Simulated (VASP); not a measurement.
Crystal: InAs.

```
In As
1.0
     0.00000    3.02400    3.02400
     3.02400    0.00000    3.02400
     3.02400    3.02400    0.00000
In As
1 1
Cartesian
  0.0000 0.0000 0.0000
  4.5360 4.5360 4.5360
```

Base run:

- Program: VASP 6.6.1
- Functional: PBEsol
- Potentials or basis: VASP PAW PBE potentials, release 64 (In_d, As)
- Cutoff: 520 eV
- k mesh: 10 × 10 × 10
- Occupations: fermi-dirac, width 0.08 eV
- Spin: no spin polarisation

Its results: band gap on the k mesh zero (filled and empty bands touch); pressure 1.2 GPa.

The run is repeated on the same cell with these changes: functional from PBEsol to LDA; potentials or basis from VASP PAW PBE potentials, release 64 (In_d, As) to VASP PAW LDA potentials, release 64 (In_d, As). What comes out?

Band gap on the k mesh zero (filled and empty bands touch); pressure -0.5 GPa.

Caveats: spin-orbit coupling is left out, which moves the levels of the heavy elements; the PAW data sets were made with another functional, which shifts forces and pressure a little (some runs).
